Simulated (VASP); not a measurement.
# BeZn2O3 (P6/mmm) in VASP: notebook

The runs below take BeZn2O3 through single point, with PBE.

Program: VASP 6.6.1. These are calculated values, not measurements. Logs are shortened: lines on timing, memory, paths and dates and some standing lists are left out, and cuts for length are marked.

## 1. The cell of the first run

The structure is hexagonal, space group P6/mmm (No. 191). Conventional cell: a = 6.409 Å, b = 6.409 Å, c = 2.532 Å, α = 90.00°, β = 90.00°, γ = 120.00°. Be (site symmetry 6/mmm) has 2 Be at 2.53 Å within 3.3 Å. Within 2.5 Å of Zn (site symmetry -6m2) lie 3 O at 1.85 Å. Within 2.5 Å of O (site symmetry mmm) lie 2 Zn at 1.85 Å.

## 2. Single point, PBE

The input, INCAR:

```
SYSTEM = BeZn2O3
PREC = Accurate
ENCUT = 600
EDIFF = 1E-6
ISMEAR = 0
SIGMA = 0.15
LREAL = .FALSE.
LASPH = .TRUE.
NELM = 120
ALGO = Normal
ISIF = 2
LWAVE = .FALSE.
LCHARG = .FALSE.
GGA = PE
NBANDS = 31
GGA_COMPAT = .FALSE.
```

The input, KPOINTS:

```
regular mesh
0
G
  3 3 3
  0 0 0
```

The input, POSCAR:

```
BeZn2O3
1.0
    6.4085088392      0.0000000000      0.0000000000
   -3.2042544196      5.5499314551      0.0000000000
    0.0000000000      0.0000000000      2.5319709137
Be Zn O
1 2 3
Direct
    0.0000000000      0.0000000000      0.5000000000
    0.3333333333      0.6666666667      0.0000000000
    0.6666666667      0.3333333333      0.0000000000
    0.5000000000      0.0000000000      0.0000000000
    0.0000000000      0.5000000000      0.0000000000
    0.5000000000      0.5000000000      0.0000000000
```

Potentials or basis: VASP PAW PBE potentials, release 64 (Be, Zn, O).

Launch:

```
> cat potpaw_PBE.64/Be/POTCAR potpaw_PBE.64/Zn/POTCAR potpaw_PBE.64/O/POTCAR > POTCAR
> mpirun -np 1 vasp_std > vasp.out
```

OUTCAR:

```text
SYSTEM = BeZn2O3
   PREC = Accurate
   ENCUT = 600
   EDIFF = 1E-6
   ISMEAR = 0
   LREAL = .FALSE.
   LASPH = .TRUE.
   NELM = 120
   ISIF = 2
   GGA = PE

 ion  position               nearest neighbor table
   1  0.000  0.000  0.500-
   2  0.333  0.667  0.000-   4 1.85   5 1.85   6 1.85
   3  0.667  0.333  0.000-   4 1.85   5 1.85   6 1.85
   4  0.500  0.000  0.000-   2 1.85   3 1.85
   5  0.000  0.500  0.000-   2 1.85   3 1.85
   6  0.500  0.500  0.000-   2 1.85   3 1.85

  LATTYP: Found a hexagonal cell.
 ALAT       =     6.4085088392
 C/A-ratio  =     0.3950951738

  Lattice vectors:

 A1 = (   6.4085088392,   0.0000000000,   0.0000000000)
 A2 = (  -3.2042544196,   5.5499314551,   0.0000000000)
 A3 = (   0.0000000000,   0.0000000000,   2.5319709137)

Analysis of symmetry for initial positions (statically):
=====================================================================
 Subroutine PRICEL returns:
 Original cell was already a primitive cell.

 Routine SETGRP: Setting up the symmetry group for a
 hexagonal supercell.

 Subroutine GETGRP returns: Found 24 space group operations
 (whereof 24 operations were pure point group operations)
 out of a pool of 24 trial point group operations.

The static configuration has the point symmetry D_6h.

Analysis of symmetry for dynamics (positions and initial velocities):
=====================================================================
 Subroutine PRICEL returns:
 Original cell was already a primitive cell.

 Routine SETGRP: Setting up the symmetry group for a
 hexagonal supercell.

 Subroutine GETGRP returns: Found 24 space group operations
 (whereof 24 operations were pure point group operations)
 out of a pool of 24 trial point group operations.

The dynamic configuration has the point symmetry D_6h.

 Subroutine INISYM returns: Found 24 space group operations
 (whereof 24 operations are pure point group operations),
 and found     1 'primitive' translations

----------------------------------------------------------------------------------------

                                     Primitive cell

  volume of cell :      90.0541

  direct lattice vectors                    reciprocal lattice vectors
     6.408508839  0.000000000  0.000000000     0.156042540  0.090091203  0.000000000
[... 75 lines left out ...]
   EDIFF  = 0.1E-05   stopping-criterion for ELM
   LREAL  =      F    real-space projection
   EDIFFG = 0.1E-04   stopping-criterion for IOM
   NSW    =      0    number of steps for IOM
   IBRION =     -1    ionic relax: 0-MD 1-quasi-New 2-CG
   NFREE  =      0    steps in history (QN), initial steepest desc. (CG)
   ISIF   =      2    stress and relaxation
   ISYM   =      2    0-nonsym 1-usesym 2-fastsym
   POTIM  = 0.5000    time-step for ionic-motion
   TEBEG  =    0.0;   TEEND  =   0.0 temperature during run
   PSTRESS=    0.0 pullay stress
   NELECT =      44.0000    total number of electrons
   NUPDOWN=      -1.0000    fix difference up-down
   EMIN   =  10.00;   EMAX   =-10.00  energy-range for DOS
   EFERMI =   0.00;   METHOD = LEGACY
   ISMEAR =     0;   SIGMA  =   0.15  broadening in eV -4-tet -1-fermi 0-gaus
   EFERMI_NEDOS =   21; number of points for ismear=-14 and -15
   IALGO  =     38    algorithm
   IMIX   =      4    mixing-type and parameters
     AMIX     =   0.40;   BMIX     =  1.00
     AMIX_MAG =   1.60;   BMIX_MAG =  1.00
  volume/ion in A,a.u.               =      15.01       101.29
  Fermi-wavevector in a.u.,A,eV,Ry     =   1.289411  2.436633 22.620775  1.662580
  Thomas-Fermi vector in A             =   2.421305
   LORBIT       =      0    0 simple, 1 ext, 2 COOP (PROOUT), +10 PAW based schemes
   GGA     = PE    functional components
   LHFCALC =     F    Hartree Fock is set to
   AEXX    =    0.0000 exact exchange contribution
   IVDW    =     0    specifies the selected vdW correction
   LEPSILON=     F    determine dielectric tensor
   LRPA    =     F    only Hartree local field effects (RPA)
 non-spin polarized calculation
 Gauss-broadening in eV      SIGMA  =   0.15
  energy-cutoff  :      600.00
  volume of cell :       90.05
 maximum number of plane-waves:      3016
 NGX is ok and might be reduce to    54
   NGX = 25   NGY = 25   NGZ = 11

 number of electron      44.0000005 magnetization

 Free energy of the ion-electron system (eV)
  ---------------------------------------------------
  ext. energy  EPLUGINS =         0.00000000
  ---------------------------------------------------
  free energy    TOTEN  =       -20.59201249 eV

  energy without entropy =      -20.51477362  energy(sigma->0) =      -20.55339306

 E-fermi :   0.1049     XC(G=0):  -9.2444

 val. band max:        0.0835453970   @ k =   0.3333   0.0000   0.3333
 cond. band min:       0.1201158037   @ k =   0.3333   0.3333   0.0000
 fundamental gap:      0.0365704067
 Fermi energy:         0.1049284820

 k-point     1 :       0.0000    0.0000    0.0000
  band No.  band energies     occupation
      1     -17.9834      2.00000
      2     -17.4956      2.00000
      3     -17.4956      2.00000
      4      -7.3656      2.00000
      5      -6.8587      2.00000
      6      -6.8587      2.00000
[... 193 lines left out ...]
     30      10.4880      0.00000
     31      11.2667      0.00000

------------------------ aborting loop because EDIFF is reached ----------------------------------------

  FORCE on cell =-STRESS in cart. coord.  units (eV):
  Direction    XX          YY          ZZ          XY          YZ          ZX
  --------------------------------------------------------------------------------------
  -------------------------------------------------------------------------------------
  Total        0.6212305      0.6212305     -0.0384721      0.0000000      0.0000000      0.0000000
  in kB       11.0524872     11.0524872     -0.6844682      0.0000000      0.0000000      0.0000000
  external PRESSURE =       7.1401687 kB  Pullay stress =       0.0000000 kB

 VOLUME and BASIS-vectors are now :
 -----------------------------------------------------------------------------
  energy-cutoff  :      600.00
  volume of cell :       90.05
      direct lattice vectors                 reciprocal lattice vectors
     6.408508839  0.000000000  0.000000000     0.156042540  0.090091203  0.000000000
    -3.204254420  5.549931455  0.000000000     0.000000000  0.180182406  0.000000000
     0.000000000  0.000000000  2.531970914     0.000000000  0.000000000  0.394949245

 POSITION                                       TOTAL-FORCE (eV/Angst)
 -----------------------------------------------------------------------------------
      0.00000      0.00000      1.26599         0.000000      0.000000     -0.000000
     -0.00000      3.69995      0.00000         0.000000      0.000000      0.000000
      3.20425      1.84998      0.00000        -0.000000      0.000000     -0.000000
      3.20425      0.00000      0.00000         0.000000      0.000000     -0.000000
     -1.60213      2.77497      0.00000         0.000000      0.000000     -0.000000
      1.60213      2.77497      0.00000         0.000000      0.000000     -0.000000
 -----------------------------------------------------------------------------------
    total drift:                                0.000000      0.000000     -0.000000

  FREE ENERGIE OF THE ION-ELECTRON SYSTEM (eV)
  ---------------------------------------------------
  free  energy   TOTEN  =       -20.5920124926 eV

  energy  without entropy=      -20.5147736178  energy(sigma->0) =      -20.55339306
```

It took 46 s on 1 thread of AMD EPYC 7R43 (Zen 3), shared host; peak memory 0.2 GiB.

Results:

| Item | Value |
| --- | --- |
| Free energy | -20.5920 eV |
| Pressure | 0.7 GPa |
| Band gap on the k mesh | zero (band 22 reaches 0.34 eV, above the bottom of band 23 at -0.36 eV) |

Stress tensor (GPa, compression positive):
```
 1.11  0.00  0.00
 0.00  1.11  0.00
 0.00  0.00 -0.07
```

Caveat: the k points lie up to 0.83 Å⁻¹ apart.

## 3. Single point, PBE

This run uses another cell than the first one, of 11.49 Å³/atom, 0.766 times its volume.

The input, INCAR:

```
ALGO = Normal ; EDIFF = 1E-6
ENCUT = 600 ; GGA = PE
GGA_COMPAT = False ; ISIF = 2
ISMEAR = 0 ; LASPH = True
LCHARG = True ; LELF = True
LREAL = False ; LVHAR = True
LWAVE = False ; NBANDS = 31
NELM = 120 ; PREC = Accurate
SIGMA = 0.15
```

The input, KPOINTS:

```
k-points
0
Gamma
  3 3 4
```

The input, POSCAR:

```
BeZn2O3
1.0
    5.4531727122     -0.0000000033      0.0000000000
   -2.7265863532      4.7225861016      0.0000000000
    0.0000000000      0.0000000000      2.6769428142
Be Zn O
1 2 3
Direct
    0.0000000000      0.0000000000      0.0000000000
    0.3333333333      0.6666666667      0.0000000000
    0.6666666667      0.3333333333      0.0000000000
    0.5000000000      0.0000000000      0.5000000000
    0.5000000000      0.5000000000      0.5000000000
    0.0000000000      0.5000000000      0.5000000000
```

Potentials or basis: VASP PAW PBE potentials, release 64 (Be, Zn, O).

Launch:

```
> cat potpaw_PBE.64/Be/POTCAR potpaw_PBE.64/Zn/POTCAR potpaw_PBE.64/O/POTCAR > POTCAR
> mpirun -np 1 vasp_std > vasp.out
```

Run time: 39 s. Hardware: 1 thread of AMD EPYC 7R43 (Zen 3), shared host; peak memory 0.19 GiB.

The run converged. Its results:

* Free energy: -22.4623 eV
* Pressure: 0.6 GPa
* Band gap on the k mesh: zero (band 22 reaches 2.09 eV, above the bottom of band 23 at 1.47 eV)

Stress tensor (GPa, compression positive):
```
0.60 0.00 0.00
0.00 0.60 0.00
0.00 0.00 0.74
```

Levels at points of the mesh, in eV from the Fermi level:
```
           k point  band 19  band 20  band 21  band 22  band 23  band 24
(0.00, 0.00, 0.00)    -0.88    -0.86    -0.86     0.07     0.07     3.82
(0.00, 0.00, 0.50)    -1.82    -0.40     0.13     0.13     0.37     2.61
```

Caveat: the k points lie up to 0.59 Å⁻¹ apart.

## 4. Single point, PBE

This run uses another cell than the first one, of 14.48 Å³/atom, 0.965 times its volume.

The input, INCAR:

```
SYSTEM = BeZn2O3
  PREC = Accurate
  ENCUT = 600
  EDIFF = 1E-6
  ISMEAR = 0
  SIGMA = 0.15
  LREAL = .False.
  LASPH = .True.
  NELM = 120
  ALGO = Normal
  ISIF = 2
  LWAVE = .False.
  LCHARG = .True.
  GGA = PE
  LELF = .True.
  LVHAR = .True.
  NBANDS = 31
  GGA_COMPAT = .False.
```

The input, KPOINTS:

```
regular mesh
0
Gamma
  4 4 2
  0 0 0
```

The input, POSCAR:

```
BeZn2O3
1.0
    3.4848035301     -0.0000000033      0.0000000000
   -1.7424017622      3.0179283859      0.0000000000
    0.0000000000      0.0000000000      8.2634352395
Be Zn O
1 2 3
Direct
    0.0000000000      0.0000000000      0.0000000000
    0.0000000000      0.0000000000      0.7137455739
    0.0000000000      0.0000000000      0.2862544261
    0.3333333333      0.6666666667      0.0000000000
    0.6666666667      0.3333333333      0.0000000000
    0.0000000000      0.0000000000      0.5000000000
```

Launch:

```
> cat potpaw_PBE.64/Be/POTCAR potpaw_PBE.64/Zn/POTCAR potpaw_PBE.64/O/POTCAR > POTCAR
> mpirun -np 1 vasp_std > vasp.out
```

It took 39 s on 1 thread of AMD EPYC 7R43 (Zen 3), shared host; peak memory 0.19 GiB.

It converged, with:

```yaml
Free_energy: -19.9598 eV
Pressure: 0.2 GPa
Largest_force: 0.167 eV/Å
Band_gap_on_the_k_mesh: zero (band 22 reaches 1.06 eV, above the bottom of band 23 at -0.09 eV)
```

Forces in eV/Å, atoms in the order of the input:
```
Be   0.000  0.000  0.000
Zn   0.000  0.000  0.167
Zn   0.000  0.000 -0.167
O    0.000  0.000  0.000
O    0.000  0.000  0.000
O    0.000  0.000  0.000
```

Stress tensor (GPa, compression positive):
```
-0.05  0.00  0.00
 0.00 -0.05  0.00
 0.00  0.00  0.83
```

Levels at points of the mesh, in eV from the Fermi level:
```csv
k point,band 20,band 21,band 22,band 23,band 24,band 25
"(0.00, 0.00, 0.00)",-1.64,-0.66,-0.66,-0.23,0.86,3.93
"(0.50, 0.00, 0.00)",-0.94,-0.28,0.47,0.65,1.13,2.62
"(0.00, 0.00, 0.50)",-1.11,-0.73,-0.68,-0.68,-0.23,5.00
"(0.50, 0.00, 0.50)",-0.95,-0.32,0.16,1.13,1.38,1.87
```

Caveat: the k points lie up to 0.52 Å⁻¹ apart.

## 5. Summary

| cell | k mesh | gap on the mesh (eV) | pressure (GPa) |
| --- | --- | --- | --- |
| a = 6.409, b = 6.409, c = 2.532 Å, angles 90.0, 90.0, 120.0°, 6 atoms | 3 × 3 × 3 | none | 0.7 |
| a = 5.453, b = 5.453, c = 2.677 Å, angles 90.0, 90.0, 120.0°, 6 atoms | 3 × 3 × 4 | none | 0.6 |
| a = 3.485, b = 3.485, c = 8.263 Å, angles 90.0, 90.0, 120.0°, 6 atoms | 4 × 4 × 2 | none | 0.2 |

Alike in all rows: task single point; level PBE; potentials or basis VASP PAW PBE potentials, release 64 (Be, Zn, O); no spin polarisation; cutoff (eV) 600; smearing gaussian 0.15 eV.

Caveats: all runs use coarse meshes.

Total energies depend on the potentials used, so only differences within one code and one set of settings carry meaning.
